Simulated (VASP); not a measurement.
# AgBr (Fm-3m) in VASP: notebook, part 2 of 2

VASP 6.6.1.

## 5. Single point, PBEsol (volume scaled by 1.06)

The input, INCAR:

```
SYSTEM = AgBr
PREC = Accurate
ENCUT = 500
EDIFF = 1E-6
ISMEAR = -1
SIGMA = 0.05
LREAL = .False.
LASPH = .True.
NELM = 120
ALGO = Normal
ISIF = 2
LWAVE = .False.
LCHARG = .True.
GGA = PS
LELF = .True.
LVHAR = .True.
NBANDS = 16
GGA_COMPAT = .False.
```

The input, KPOINTS:

```
Automatic mesh
0
Gamma
  8 8 8
  0 0 0
```

The input, POSCAR:

```
AgBr
1.0
    0.0000000000      2.9264417423      2.9264417423
    2.9264417423      0.0000000000      2.9264417423
    2.9264417423      2.9264417423      0.0000000000
Ag Br
1 1
Direct
    0.0000000000      0.0000000000      0.0000000000
    0.5000000000      0.5000000000      0.5000000000
```

Potentials or basis: VASP PAW PBE potentials, release 64 (Ag, Br).

Run with:

```console
> cat potpaw_PBE.64/Ag/POTCAR potpaw_PBE.64/Br/POTCAR > POTCAR
> mpirun -np 1 vasp_std > vasp.out
```

OUTCAR:

```text
SYSTEM = AgBr
   PREC = Accurate
   ENCUT = 500
   EDIFF = 1E-6
   ISMEAR = -1
   LREAL = .False.
   LASPH = .True.
   NELM = 120
   ISIF = 2
   GGA = PS

 ion  position               nearest neighbor table
   1  0.000  0.000  0.000-   2 2.93   2 2.93   2 2.93   2 2.93   2 2.93   2 2.93
   2  0.500  0.500  0.500-   1 2.93   1 2.93   1 2.93   1 2.93   1 2.93   1 2.93

  LATTYP: Found a face centered cubic cell.
 ALAT       =     5.8528834846

  Lattice vectors:

 A1 = (   0.0000000000,   2.9264417423,   2.9264417423)
 A2 = (   2.9264417423,   0.0000000000,   2.9264417423)
 A3 = (   2.9264417423,   2.9264417423,   0.0000000000)

Analysis of symmetry for initial positions (statically):
=====================================================================
 Subroutine PRICEL returns:
 Original cell was already a primitive cell.

 Routine SETGRP: Setting up the symmetry group for a
 face centered cubic supercell.

 Subroutine GETGRP returns: Found 48 space group operations
 (whereof 48 operations were pure point group operations)
[... 156 lines left out ...]
  ---------------------------------------------------
  ext. energy  EPLUGINS =         0.00000000
  ---------------------------------------------------
  free energy    TOTEN  =        -5.64016277 eV

  energy without entropy =       -5.64010100  energy(sigma->0) =       -5.64013189

 E-fermi :   3.1439     XC(G=0):  -9.7942

 val. band max:        2.8055878776   @ k =   0.5000   0.0000   0.0000
 cond. band min:       3.3295940193   @ k =   0.0000   0.0000   0.0000
 fundamental gap:      0.5240061417
 Fermi energy:         3.1439157964

 k-point     1 :       0.0000    0.0000    0.0000
  band No.  band energies     occupation
      1     -11.9429      2.00000
      2       0.2206      2.00000
      3       0.2206      2.00000
      4       0.2226      2.00000
      5       0.2226      2.00000
      6       0.2226      2.00000
[... 433 lines left out ...]
      3      -0.9514      2.00000
      4      -0.9276      2.00000
      5       0.4479      2.00000
      6       0.5005      2.00000
[... 8 lines left out ...]
     15      15.1041      0.00000
     16      16.8694      0.00000

 [... further k-points ...]
[... 5 lines left out ...]
  --------------------------------------------------------------------------------------
  -------------------------------------------------------------------------------------
  Total       -1.1915919     -1.1915919     -1.1915919      0.0000000      0.0000000     -0.0000000
  in kB      -38.0880269    -38.0880269    -38.0880269      0.0000000      0.0000000     -0.0000000
  external PRESSURE =     -38.0880269 kB  Pullay stress =       0.0000000 kB

 VOLUME and BASIS-vectors are now :
 -----------------------------------------------------------------------------
  energy-cutoff  :      500.00
  volume of cell :       50.12
      direct lattice vectors                 reciprocal lattice vectors
     0.000000000  2.926441742  2.926441742    -0.170855955  0.170855955  0.170855955
     2.926441742  0.000000000  2.926441742     0.170855955 -0.170855955  0.170855955
     2.926441742  2.926441742  0.000000000     0.170855955  0.170855955 -0.170855955

 POSITION                                       TOTAL-FORCE (eV/Angst)
 -----------------------------------------------------------------------------------
      0.00000      0.00000      0.00000        -0.000000     -0.000000      0.000000
      2.92644      2.92644      2.92644         0.000000      0.000000      0.000000
 -----------------------------------------------------------------------------------
    total drift:                               -0.000000      0.000000      0.000000

  FREE ENERGIE OF THE ION-ELECTRON SYSTEM (eV)
  ---------------------------------------------------
  free  energy   TOTEN  =        -5.6401627731 eV

  energy  without entropy=       -5.6401009992  energy(sigma->0) =       -5.64013189
```

OSZICAR:

```text
N       E                     dE             d eps       ncg     rms          rms(c)
DAV:   1     0.959369368666E+02    0.95937E+02   -0.79776E+03   928   0.956E+02
DAV:   2    -0.220273498758E+01   -0.98140E+02   -0.90597E+02  1136   0.210E+02
DAV:   3    -0.575251458156E+01   -0.35498E+01   -0.35417E+01  1104   0.416E+01
DAV:   4    -0.577240449648E+01   -0.19890E-01   -0.19889E-01  1176   0.340E+00
DAV:   5    -0.577260298365E+01   -0.19849E-03   -0.19849E-03  1136   0.330E-01    0.538E+00
DAV:   6    -0.564415103051E+01    0.12845E+00   -0.26134E-01  1120   0.695E+00    0.355E+00
DAV:   7    -0.564090384702E+01    0.32472E-02   -0.46663E-02  1040   0.144E+00    0.159E+00
DAV:   8    -0.564018400977E+01    0.71984E-03   -0.34886E-03  1104   0.579E-01    0.263E-01
DAV:   9    -0.564015142261E+01    0.32587E-04   -0.36734E-04  1144   0.244E-01    0.437E-02
DAV:  10    -0.564015984214E+01   -0.84195E-05   -0.29593E-05  1112   0.761E-02    0.204E-02
DAV:  11    -0.564016307156E+01   -0.32294E-05   -0.76448E-06  1192   0.223E-02    0.540E-03
DAV:  12    -0.564016277311E+01    0.29845E-06   -0.72288E-07   592   0.743E-03
   1 F= -.56401628E+01 E0= -.56401319E+01  d E =-.617739E-04
```

It took 22 s on 1 thread of AMD EPYC 7R13 (Zen 3), shared host; peak memory 0.15 GiB.

Results:

```yaml
Free_energy: -5.6402 eV
Pressure: -3.8 GPa
Band_gap_on_the_k_mesh: 0.52 eV, indirect (least direct gap 2.27 eV)
```

Caveat: the PAW data sets were made with another functional, which shifts forces and pressure a little. A k mesh can miss the band edges.

## 6. The runs side by side

| cell | gap on the mesh (eV) | pressure (GPa) |
| --- | --- | --- |
| a = 3.976 Å, angles 60.0°, 2 atoms | 0.50 | 1.5 |
| a = 4.004 Å, angles 60.0°, 2 atoms | 0.50 | 0.3 |
| a = 4.086 Å, angles 60.0°, 2 atoms | 0.51 | -2.5 |
| a = 4.139 Å, angles 60.0°, 2 atoms | 0.52 | -3.8 |

Alike in all rows: task single point; level PBEsol; potentials or basis VASP PAW PBE potentials, release 64 (Ag, Br); no spin polarisation; k mesh 8 × 8 × 8; cutoff (eV) 500; smearing fermi-dirac 0.05 eV.

Caveats: the PAW data sets were made with another functional, which shifts forces and pressure a little.

Total energies depend on the potentials used, so only differences within one code and one set of settings carry meaning.
